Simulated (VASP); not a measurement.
## LaLuAs2: single point with r2SCAN

The system is LaLuAs2.

```
CELL_PARAMETERS angstrom
4.22326 0.00000 0.00000
0.00000 4.22326 0.00000
0.00000 0.00000 5.95210
ATOMIC_POSITIONS crystal
La 0.00000 0.00000 0.00000
As 0.00000 0.00000 0.50000
As 0.50000 0.50000 0.00000
Lu 0.50000 0.50000 0.50000
```

- Program: VASP 6.6.1
- Task: single point
- Functional: r2SCAN
- Potentials or basis: VASP PAW PBE potentials, release 64 (La, As, Lu)
- Cutoff: 520 eV
- k mesh: 4 × 4 × 4
- Occupations: fermi-dirac, width 0.02 eV
- Spin: no spin polarisation
- Dipole correction: no
- Further INCAR settings: ALGO = Normal; EDIFF = 1e-06; NBANDS = 31

- Pressure: 0.0 GPa
- Band gap on the k mesh: zero (band 23 reaches 4.94 eV, above the bottom of band 24 at 4.76 eV)

Stress tensor (GPa, compression positive):
```
 0.11  0.00  0.00
 0.00  0.11  0.00
 0.00  0.00 -0.26
```

Levels at points of the mesh, in eV from the Fermi level:
```tsv
k point	band 20	band 21	band 22	band 23	band 24	band 25	band 26	band 27
(0.00, 0.00, 0.00)	-0.72	-0.10	0.09	0.09	0.17	1.79	1.79	1.83
(0.50, 0.00, 0.00)	-2.25	-2.06	-1.75	-1.13	2.55	2.69	3.01	3.07
(0.50, 0.50, 0.00)	-1.23	-0.39	-0.39	-0.12	-0.09	-0.09	2.66	3.32
(0.00, 0.00, 0.50)	-0.82	-0.82	-0.48	-0.48	0.53	0.79	2.83	2.96
(0.50, 0.00, 0.50)	-2.21	-2.19	-1.94	-1.90	2.74	2.88	3.08	3.23
(0.50, 0.50, 0.50)	-2.69	-2.05	-1.25	-1.25	2.38	2.38	3.16	3.26
```

Wall time 3.3 min on 1 thread of AMD EPYC 7R13 Processor (Zen 3), on a shared host, peak memory 0.25 GiB.

Caveat: the k points lie up to 0.37 Å⁻¹ apart; the PAW data sets were made with another functional, which shifts forces and pressure a little; spin-orbit coupling is left out, which moves the levels of the heavy elements.
